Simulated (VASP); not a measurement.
# BN (P6_3/mmc) in VASP: notebook

Runs on BN. Level: PBE. Tasks: single point.

All numbers are computed with VASP 6.6.1; they aren't measurements. Logs are shortened: lines on timing, memory, paths and dates and some standing lists are left out, and cuts for length are marked.

### 1 The cell of the first run

Symmetry: P6_3/mmc, No. 194, hexagonal system. Conventional cell: a = 2.449 Å, b = 2.449 Å, c = 3.940 Å, α = 90.00°, β = 90.00°, γ = 120.00°. B (site symmetry -3m) has 6 N at 1.72 Å and 2 B at 1.97 Å within 2.3 Å. Within 2.3 Å of N (site symmetry -6m2) lie 6 B at 1.72 Å.

### 2 Single point, PBE (volume changed by -6%)

INCAR reads:

```
ALGO     = Normal         # electronic algorithm
EDIFF    = 1E-6           # SCF threshold, eV
ENCUT    = 520            # plane-wave cutoff, eV
GGA      = PE             # functional
ISIF     = 2              # what is computed and relaxed
ISMEAR   = 0              # smearing method
LASPH    = T              # aspherical terms in the spheres
LCHARG   = T              # write CHGCAR
LELF     = T              # ELF
LREAL    = F              # projectors in reciprocal space
LVHAR    = T            
LWAVE    = F              # write WAVECAR
NBANDS   = 16             # bands
NELM     = 80             # most SCF steps
PREC     = Accurate       # precision mode
SIGMA    = 0.01           # smearing width, eV
```

KPOINTS reads:

```
k-points
0
Gamma
  9 9 6
```

POSCAR reads:

```
BN
1.0
    2.4490861852      0.0000000000      0.0000000000
   -1.2245430926      2.1209708524      0.0000000000
    0.0000000000      0.0000000000      3.9401786252
B N
2 2
Direct
    0.0000000000      0.0000000000      0.0000000000
    0.0000000000      0.0000000000      0.5000000000
    0.3333333333      0.6666666667      0.2500000000
    0.6666666667      0.3333333333      0.7500000000
```

Potentials or basis: VASP PAW PBE potentials, release 64 (B, N).

On the command line:

```console
$ cat potpaw_PBE.64/B/POTCAR potpaw_PBE.64/N/POTCAR > POTCAR
$ mpirun -np 1 vasp_std > vasp.out
```

OUTCAR:

```text
EDIFF = 1E-6
   ENCUT = 520
   GGA = PE
   ISIF = 2
   ISMEAR = 0
   LASPH = T
   LREAL = F
   NELM = 80
   PREC = Accurate

 ion  position               nearest neighbor table
   1  0.000  0.000  0.000-   3 1.72   4 1.72   3 1.72   4 1.72   4 1.72   3 1.72   2 1.97   2 1.97

   2  0.000  0.000  0.500-   3 1.72   4 1.72   3 1.72   4 1.72   4 1.72   3 1.72   1 1.97   1 1.97

   3  0.333  0.667  0.250-   1 1.72   2 1.72   1 1.72   2 1.72   1 1.72   2 1.72
   4  0.667  0.333  0.750-   1 1.72   2 1.72   1 1.72   2 1.72   1 1.72   2 1.72

  LATTYP: Found a hexagonal cell.
 ALAT       =     2.4490861852
 C/A-ratio  =     1.6088362464

  Lattice vectors:

 A1 = (   2.4490861852,   0.0000000000,   0.0000000000)
 A2 = (  -1.2245430926,   2.1209708524,   0.0000000000)
 A3 = (   0.0000000000,   0.0000000000,   3.9401786252)

Analysis of symmetry for initial positions (statically):
=====================================================================
 Subroutine PRICEL returns:
 Original cell was already a primitive cell.

 Routine SETGRP: Setting up the symmetry group for a
 hexagonal supercell.

 Subroutine GETGRP returns: Found 24 space group operations
 (whereof 12 operations were pure point group operations)
 out of a pool of 24 trial point group operations.

The static configuration has the point symmetry D_3d.
 The point group associated with its full space group is D_6h.

Analysis of symmetry for dynamics (positions and initial velocities):
=====================================================================
 Subroutine PRICEL returns:
 Original cell was already a primitive cell.

 Routine SETGRP: Setting up the symmetry group for a
 hexagonal supercell.

 Subroutine GETGRP returns: Found 24 space group operations
 (whereof 12 operations were pure point group operations)
 out of a pool of 24 trial point group operations.

The dynamic configuration has the point symmetry D_3d.
 The point group associated with its full space group is D_6h.

 Subroutine INISYM returns: Found 24 space group operations
 (whereof 12 operations are pure point group operations),
 and found     1 'primitive' translations

----------------------------------------------------------------------------------------

                                     Primitive cell

  volume of cell :      20.4670

  direct lattice vectors                    reciprocal lattice vectors
     2.449086185  0.000000000  0.000000000     0.408315561  0.235741099  0.000000000
    -1.224543093  2.120970852  0.000000000     0.000000000  0.471482198  0.000000000
     0.000000000  0.000000000  3.940178625     0.000000000  0.000000000  0.253795600

  length of vectors
     2.449086185  2.449086185  3.940178625     0.471482198  0.471482198  0.253795600

  position of ions in fractional coordinates (direct lattice)
     0.000000000  0.000000000  0.000000000
     0.000000000  0.000000000  0.500000000
     0.333333333  0.666666667  0.250000000
     0.666666667  0.333333333  0.750000000

  ion indices of the primitive-cell ions
   primitive index   ion index
                 1           1
                 2           2
                 3           3
                 4           4

----------------------------------------------------------------------------------------

 KPOINTS: k-points

Automatic generation of k-mesh.
 Grid dimensions read from file:
 generate k-points for:    9    9    6

 Generating k-lattice:

  Cartesian coordinates                     Fractional coordinates (reciprocal lattice)
     0.045368396  0.026193455  0.000000000     0.111111111  0.000000000  0.000000000
     0.000000000  0.052386911  0.000000000     0.000000000  0.111111111  0.000000000
     0.000000000  0.000000000  0.042299267     0.000000000  0.000000000  0.166666667

  Length of vectors
     0.052386911  0.052386911  0.042299267

  Shift w.r.t. Gamma in fractional coordinates (k-lattice)
     0.000000000  0.000000000  0.000000000

 Subroutine IBZKPT returns following result:
 ===========================================

 Found     48 irreducible k-points:

 Following reciprocal coordinates:
            Coordinates               Weight
  0.000000  0.000000  0.000000      1.000000
  0.111111  0.000000  0.000000      6.000000
  0.222222  0.000000  0.000000      6.000000
  0.333333  0.000000  0.000000      6.000000
  0.444444  0.000000  0.000000      6.000000
  0.111111  0.111111  0.000000      6.000000
[... 16 lines left out ...]
  0.333333  0.222222  0.166667     24.000000
  0.333333  0.333333  0.166667      4.000000
 [... further k-points ...]
   k-points           NKPTS =     48   k-points in BZ     NKDIM =     48   number of bands    NBANDS=     16
   number of dos      NEDOS =    301   number of ions     NIONS =      4
   total plane-waves  NPLWV =   9720
   dimension x,y,z NGX =    18 NGY =   18 NGZ =   30
   dimension x,y,z NGXF=    36 NGYF=   36 NGZF=   60
   ions per type =               2   2
   NGX,Y,Z   is equivalent  to a cutoff of  12.22, 12.22, 12.66 a.u.
   NGXF,Y,Z  is equivalent  to a cutoff of  24.44, 24.44, 25.32 a.u.
 SYSTEM =  unknown system
   PREC   = accura    normal or accurate (medium, high low for compatibility)
   ISTART =      0    job   : 0-new  1-cont  2-samecut
   ICHARG =      2    charge: 1-file 2-atom 10-const
   ISPIN  =      1    spin polarized calculation?
   LNONCOLLINEAR =      F non collinear calculations
   LSORBIT =      F    spin-orbit coupling
   LASPH  =      T    aspherical Exc in radial PAW
   ENCUT  =  520.0 eV  38.22 Ry    6.18 a.u.   4.55  4.55  7.33*2*pi/ulx,y,z
   NELM   =     80;   NELMIN=  2; NELMDL= -5     # of ELM steps
   EDIFF  = 0.1E-05   stopping-criterion for ELM
   LREAL  =      F    real-space projection
   EDIFFG = 0.1E-04   stopping-criterion for IOM
   NSW    =      0    number of steps for IOM
   IBRION =     -1    ionic relax: 0-MD 1-quasi-New 2-CG
   NFREE  =      0    steps in history (QN), initial steepest desc. (CG)
   ISIF   =      2    stress and relaxation
   ISYM   =      2    0-nonsym 1-usesym 2-fastsym
   POTIM  = 0.5000    time-step for ionic-motion
   TEBEG  =    0.0;   TEEND  =   0.0 temperature during run
   PSTRESS=    0.0 pullay stress
   NELECT =      16.0000    total number of electrons
   NUPDOWN=      -1.0000    fix difference up-down
   EMIN   =  10.00;   EMAX   =-10.00  energy-range for DOS
   EFERMI =   0.00;   METHOD = LEGACY
   ISMEAR =     0;   SIGMA  =   0.01  broadening in eV -4-tet -1-fermi 0-gaus
   EFERMI_NEDOS =   21; number of points for ismear=-14 and -15
   IALGO  =     38    algorithm
   IMIX   =      4    mixing-type and parameters
     AMIX     =   0.40;   BMIX     =  1.00
     AMIX_MAG =   1.60;   BMIX_MAG =  1.00
  volume/ion in A,a.u.               =       5.12        34.53
  Fermi-wavevector in a.u.,A,eV,Ry     =   1.508099  2.849894 30.944593  2.274363
  Thomas-Fermi vector in A             =   2.618598
   LORBIT       =      0    0 simple, 1 ext, 2 COOP (PROOUT), +10 PAW based schemes
   GGA     = PE    functional components
   LHFCALC =     F    Hartree Fock is set to
   AEXX    =    0.0000 exact exchange contribution
   IVDW    =     0    specifies the selected vdW correction
   LEPSILON=     F    determine dielectric tensor
   LRPA    =     F    only Hartree local field effects (RPA)
 non-spin polarized calculation
 Gauss-broadening in eV      SIGMA  =   0.01
  energy-cutoff  :      520.00
  volume of cell :       20.47
 maximum number of plane-waves:       568
 NGX is ok and might be reduce to    18
   NGX =  9   NGY =  9   NGZ = 15

 number of electron      16.0000000 magnetization

 Free energy of the ion-electron system (eV)
  ---------------------------------------------------
  ext. energy  EPLUGINS =         0.00000000
  ---------------------------------------------------
  free energy    TOTEN  =       -27.74491168 eV

  energy without entropy =      -27.74491168  energy(sigma->0) =      -27.74491168

 E-fermi :  10.8955     XC(G=0): -13.9116

 val. band max:       10.8216043607   @ k =   0.2222   0.0000   0.0000
 cond. band min:      12.7152170402   @ k =   0.3333   0.3333   0.0000
 fundamental gap:      1.8936126794
 Fermi energy:        10.8954645926

 k-point     1 :       0.0000    0.0000    0.0000
  band No.  band energies     occupation
      1     -12.1398      2.00000
      2      -6.7931      2.00000
      3      -1.8477      2.00000
      4       9.3496      2.00000
      5       9.3496      2.00000
      6      10.1432      2.00000
[... 8 lines left out ...]
     15      26.1816      0.00000
     16      26.9457      0.00000

 k-point     2 :       0.1111    0.0000    0.0000
  band No.  band energies     occupation
      1     -11.8250      2.00000
      2      -6.4971      2.00000
      3      -1.5738      2.00000
      4       7.2096      2.00000
      5       8.1737      2.00000
      6       9.5164      2.00000
[... 8 lines left out ...]
     15      25.3834      0.00000
     16      26.9271      0.00000

 k-point     3 :       0.2222    0.0000    0.0000
  band No.  band energies     occupation
      1     -10.8897      2.00000
      2      -5.6515      2.00000
      3      -0.7674      2.00000
      4       3.7066      2.00000
      5       6.6885      2.00000
      6       7.2623      2.00000
[... 8 lines left out ...]
     15      24.1831      0.00000
     16      25.9659      0.00000

 k-point     4 :       0.3333    0.0000    0.0000
  band No.  band energies     occupation
      1      -9.3758      2.00000
      2      -4.5320      2.00000
      3       0.4937      2.00000
      4       0.5214      2.00000
      5       4.4272      2.00000
      6       5.5562      2.00000
[... 8 lines left out ...]
     15      24.4171      0.00000
     16      27.1289      0.00000
[... 324 lines left out ...]
 k-point    22 :       0.2222    0.2222    0.1667
  band No.  band energies     occupation
      1      -8.2947      2.00000
      2      -4.5310      2.00000
      3       0.6389      2.00000
      4       1.2124      2.00000
      5       2.4492      2.00000
      6       5.4529      2.00000
[... 8 lines left out ...]
     15      24.3247      0.00000
     16      24.5602      0.00000

 k-point    23 :       0.3333    0.2222    0.1667
  band No.  band energies     occupation
      1      -6.4617      2.00000
      2      -4.2992      2.00000
      3      -0.5502      2.00000
      4       0.5838      2.00000
      5       2.2479      2.00000
      6       4.3357      2.00000
[... 8 lines left out ...]
     15      25.1282      0.00000
     16      26.0116      0.00000

 k-point    24 :       0.3333    0.3333    0.1667
  band No.  band energies     occupation
      1      -4.9401      2.00000
      2      -4.9401      2.00000
      3      -1.1985      2.00000
      4       1.3692      2.00000
      5       2.3381      2.00000
      6       2.3381      2.00000
[... 8 lines left out ...]
     15      25.8578      0.00000
     16      25.8578      0.00000

 [... further k-points ...]
[... 5 lines left out ...]
  --------------------------------------------------------------------------------------
  -------------------------------------------------------------------------------------
  Total        3.1884815      3.1884815      3.4800762      0.0000000      0.0000000      0.0000000
  in kB      249.5972552    249.5972552    272.4235550      0.0000000      0.0000000      0.0000000
  external PRESSURE =     257.2060218 kB  Pullay stress =       0.0000000 kB

 VOLUME and BASIS-vectors are now :
 -----------------------------------------------------------------------------
  energy-cutoff  :      520.00
  volume of cell :       20.47
      direct lattice vectors                 reciprocal lattice vectors
     2.449086185  0.000000000  0.000000000     0.408315561  0.235741099  0.000000000
    -1.224543093  2.120970852  0.000000000     0.000000000  0.471482198  0.000000000
     0.000000000  0.000000000  3.940178625     0.000000000  0.000000000  0.253795600

 POSITION                                       TOTAL-FORCE (eV/Angst)
 -----------------------------------------------------------------------------------
      0.00000      0.00000      0.00000         0.000000      0.000000      0.000000
      0.00000      0.00000      1.97009         0.000000      0.000000      0.000000
     -0.00000      1.41398      0.98504         0.000000     -0.000000      0.000000
      1.22454      0.70699      2.95513        -0.000000      0.000000     -0.000000
 -----------------------------------------------------------------------------------
    total drift:                                0.000000     -0.000000      0.000000

  FREE ENERGIE OF THE ION-ELECTRON SYSTEM (eV)
  ---------------------------------------------------
  free  energy   TOTEN  =       -27.7449116806 eV

  energy  without entropy=      -27.7449116806  energy(sigma->0) =      -27.74491168
```

It took 8.4 s on 1 thread of AMD EPYC 9R45 (Zen 5), shared host; peak memory 0.1 GiB.

What came out:

- Free energy: -27.7449 eV
- Pressure: 25.7 GPa
- Band gap on the k mesh: 1.89 eV, indirect (least direct gap 5.58 eV)

Levels at points of the mesh, in eV from the valence-band top:
```csv
k point,band 6,band 7,band 8,band 9,band 10,band 11
"(0.00, 0.00, 0.00)",-0.68,-0.68,-0.18,6.36,8.69,8.69
"(0.00, 0.00, 0.50)",-0.96,-0.96,-0.96,7.73,7.73,8.07
```

Caveat: the cell differs from its parent crystal (volume changed by -6%).

### 3 Single point, PBE (volume changed by -3%)

INCAR reads:

```
SYSTEM = BN
ALGO     = Normal         ! electronic algorithm
EDIFF    = 1E-7           ! SCF threshold, eV
ENCUT    = 520            ! plane-wave cutoff, eV
GGA      = PE             ! functional
ISIF     = 2              ! what is computed and relaxed
ISMEAR   = 0              ! smearing method
LASPH    = .TRUE.         ! aspherical terms in the spheres
LCHARG   = .TRUE.         ! write CHGCAR
LELF     = .TRUE.         ! ELF
LREAL    = .FALSE.        ! projectors in reciprocal space
LVHAR    = .TRUE.       
LWAVE    = .FALSE.        ! write WAVECAR
NBANDS   = 16             ! bands
NELM     = 60             ! most SCF steps
PREC     = Accurate       ! precision mode
SIGMA    = 0.01           ! smearing width, eV
```

KPOINTS reads:

```
k-points
0
G
  9 9 6
  0 0 0
```

POSCAR reads:

```
BN
1.0
    2.4748679344      0.0000000000      0.0000000000
   -1.2374339672      2.1432985022      0.0000000000
    0.0000000000      0.0000000000      3.9816572378
B N
2 2
Direct
    0.0000000000      0.0000000000      0.0000000000
    0.0000000000      0.0000000000      0.5000000000
    0.3333333333      0.6666666667      0.2500000000
    0.6666666667      0.3333333333      0.7500000000
```

Potentials or basis: VASP PAW PBE potentials, release 64 (B, N).

On the command line:

```console
$ cat potpaw_PBE.64/B/POTCAR potpaw_PBE.64/N/POTCAR > POTCAR
$ mpirun -np 1 vasp_std > vasp.out
```

It took 8.7 s on 1 thread of AMD EPYC 9R45 (Zen 5), shared host; peak memory 0.1 GiB.

The run converged. Its results:

| Item | Value |
| --- | --- |
| Free energy | -27.8222 eV |
| Pressure | 11.8 GPa |
| Band gap on the k mesh | 1.70 eV, indirect (least direct gap 5.34 eV) |

Stress tensor (GPa, compression positive):
```
11.46  0.00  0.00
 0.00 11.46  0.00
 0.00  0.00 12.42
```

Levels at points of the mesh, in eV from the valence-band top:
```csv
k point,band 5,band 6,band 7,band 8,band 9,band 10,band 11,band 12
"(0.00, 0.00, 0.00)",-1.43,-0.65,-0.65,-0.18,6.05,8.49,8.49,8.56
"(0.00, 0.00, 0.50)",-0.93,-0.93,-0.93,-0.93,7.36,7.36,7.92,7.92
```

Caveat: the cell differs from its parent crystal (volume changed by -3%).

### 4 Single point, PBE

This run uses another cell than the first one, of 5.44 Å³/atom, 1.064 times its volume.

INCAR reads:

```
SYSTEM = BN
PREC     = Accurate       ! precision mode
ENCUT    = 520            ! plane-wave cutoff, eV
EDIFF    = 1E-6           ! SCF threshold, eV
ISMEAR   = 0              ! smearing method
SIGMA    = 0.01           ! smearing width, eV
LREAL    = .False.        ! projectors in reciprocal space
LASPH    = .True.         ! aspherical terms in the spheres
NELM     = 60             ! most SCF steps
ALGO     = Normal         ! electronic algorithm
ISIF     = 2              ! what is computed and relaxed
LWAVE    = .False.        ! write WAVECAR
LCHARG   = .True.         ! write CHGCAR
GGA      = PE             ! functional
LELF     = .True.         ! ELF
LVHAR    = .True.       
NBANDS   = 16             ! bands
```

KPOINTS reads:

```
regular mesh
0
Gamma
  9 9 6
  0 0 0
```

POSCAR reads:

```
BN
1.0
    2.5001234332      0.0000000000      0.0000000000
   -1.2500617166      2.1651704057      0.0000000000
    0.0000000000      0.0000000000      4.0222891996
B N
2 2
Direct
    0.0000000000      0.0000000000      0.0000000000
    0.0000000000      0.0000000000      0.5000000000
    0.3333333333      0.6666666667      0.2500000000
    0.6666666667      0.3333333333      0.7500000000
```

On the command line:

```console
$ cat potpaw_PBE.64/B/POTCAR potpaw_PBE.64/N/POTCAR > POTCAR
$ mpirun -np 1 vasp_std > vasp.out
```

Run time: 9.6 s. Hardware: 1 thread of AMD EPYC 9R45 (Zen 5), shared host; peak memory 0.1 GiB.

The run converged. Its results:

| Item | Value |
| --- | --- |
| Free energy | -27.8465 eV |
| Pressure | -0.2 GPa |
| Band gap on the k mesh | 1.52 eV, indirect (least direct gap 5.11 eV) |

Stress tensor (GPa, compression positive):
```
-0.17  0.00  0.00
 0.00 -0.17  0.00
 0.00  0.00 -0.38
```

Levels at points of the mesh, in eV from the valence-band top:
```
           k point  band 6  band 7  band 8  band 9  band 10  band 11
(0.00, 0.00, 0.00)   -0.62   -0.62   -0.19    5.76     7.97     8.30
(0.00, 0.00, 0.50)   -0.90   -0.90   -0.90    7.00     7.00     7.77
```

A k mesh can miss the band edges. A hybrid or GW would open this gap; PBE tends to underestimate it.

### 5 Single point, PBE (volume changed by +3%)

INCAR reads:

```
SYSTEM = BN
PREC = Accurate
ENCUT = 520
EDIFF = 1E-7
ISMEAR = 0
SIGMA = 0.01
LREAL = .False.
LASPH = .True.
NELM = 60
ALGO = Normal
ISIF = 2
LWAVE = .False.
LCHARG = .False.
GGA = PE
NBANDS = 16
```

KPOINTS reads:

```
Automatic mesh
0
Gamma
  9 9 6
  0 0 0
```

POSCAR reads:

```
BN
1.0
    2.5248787405      0.0000000000      0.0000000000
   -1.2624393702      2.1866091307      0.0000000000
    0.0000000000      0.0000000000      4.0621164353
B N
2 2
Direct
    0.0000000000      0.0000000000      0.0000000000
    0.0000000000      0.0000000000      0.5000000000
    0.3333333333      0.6666666667      0.2500000000
    0.6666666667      0.3333333333      0.7500000000
```

On the command line:

```console
$ cat potpaw_PBE.64/B/POTCAR potpaw_PBE.64/N/POTCAR > POTCAR
$ mpirun -np 1 vasp_std > vasp.out
```

Run time: 9.5 s. Hardware: 1 thread of AMD EPYC 9R45 (Zen 5), shared host; peak memory 0.1 GiB.

Results (log left out):

```yaml
Free_energy: -27.8252 eV
Pressure: -10.6 GPa
Band_gap_on_the_k_mesh: 1.35 eV, indirect (least direct gap 4.89 eV)
```

Stress tensor (GPa, compression positive):
```
-10.19   0.00   0.00
  0.00 -10.19   0.00
  0.00   0.00 -11.44
```

Levels at points of the mesh, in eV from the valence-band top:
```
           k point  band 6  band 7  band 8  band 9  band 10  band 11
(0.00, 0.00, 0.00)   -0.60   -0.60   -0.19    5.48     7.40     8.12
(0.00, 0.00, 0.50)   -0.88   -0.88   -0.88    6.66     6.66     7.63
```

Caveat: the cell differs from its parent crystal (volume changed by +3%). A k mesh can miss the band edges.

### 6 The runs side by side

```csv
cell,gap on the mesh (eV),pressure (GPa)
"a = 2.449, b = 2.449, c = 3.940 Å, angles 90.0, 90.0, 120.0°, 4 atoms",1.89,25.7
"a = 2.475, b = 2.475, c = 3.982 Å, angles 90.0, 90.0, 120.0°, 4 atoms",1.70,11.8
"a = 2.500, b = 2.500, c = 4.022 Å, angles 90.0, 90.0, 120.0°, 4 atoms",1.52,-0.2
"a = 2.525, b = 2.525, c = 4.062 Å, angles 90.0, 90.0, 120.0°, 4 atoms",1.35,-10.6
```

Alike in all rows: task single point; level PBE; potentials or basis VASP PAW PBE potentials, release 64 (B, N); no spin polarisation; k mesh 9 × 9 × 6; cutoff (eV) 520; smearing gaussian 0.01 eV.

Total energies depend on the potentials used, so only differences within one code and one set of settings carry meaning.
